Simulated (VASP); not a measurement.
The system is Eu.

```
Eu
1.0
    -2.27550    2.27550    2.27550
     2.27550   -2.27550    2.27550
     2.27550    2.27550   -2.27550
Eu
1
Direct
  0.00000 0.00000 0.00000
```

Base run:

- Program: VASP 6.6.1
- Functional: PBE
- Potentials or basis: VASP PAW PBE potentials, release 64 (Eu)
- Cutoff: 520 eV
- k mesh: 11 × 11 × 11
- Occupations: fermi-dirac, width 0.03 eV
- Spin: collinear spin, ferromagnetic start
- Starting moments: [7.0] μB

Its results: pressure -1.6 GPa; net moment 7.29 μB per cell; site moments Eu +6.68 μB.

Question: The run is repeated on the same cell with these changes: functional from PBE to LDA. What comes out?

Answer: Pressure -3.6 GPa; net moment 7.21 μB per cell; site moments Eu +6.69 μB.

LDA binds more tightly than PBE, so the same cell stands under less pressure.

Caveats: the cell stands under tension (at least some runs); the PAW data sets were made with another functional, which shifts forces and pressure a little (at least some runs).
